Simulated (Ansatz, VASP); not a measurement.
PtS2 in VASP and in Ansatz

```
Pt S
1.0
     3.55264    0.00000    0.00000
    -1.77632    3.07668    0.00000
     0.00000    0.00000    5.12271
Pt S
1 2
Direct
  0.00000 0.00000 0.00000
  0.33333 0.66667 0.23926
  0.66667 0.33333 0.76074
```

Alike in both runs: task single point; functional r2SCAN; dispersion rVV10; k mesh 6 × 6 × 4; no spin polarisation.

```csv
,VASP,Ansatz
version,VASP 6.6.1,Ansatz 0.2.0
potentials or method,"VASP PAW PBE potentials, release 64 (Pt, S)",plane waves
plane-wave cutoff (eV),520,500
occupations,"gaussian, width 0.01 eV",fixed
valence electrons in the cell,22,30
```

Ansatz gave:

* gap on the k mesh at the Fermi level (eV): 0.97
* pressure (GPa): 0.0
* traceless stress, the component that is largest in VASP (GPa): 0.03
* rms of the force components (eV/Å): 0.000

Task: Which values does VASP return?

Result: gap on the k mesh at the Fermi level (eV): 0.97; pressure (GPa): 0.2; traceless stress, the component that is largest in VASP (GPa): -0.06; rms of the force components (eV/Å): 0.006.

VASP's potentials were made for PBE, not for r2SCAN. Atom by atom the forces differ by 0.006 eV/Å (rms over components). VASP's potentials hold 22 valence electrons a cell and Ansatz's 30, so a difference there can come from the potentials and not from the codes.

Spin-orbit coupling is off throughout.
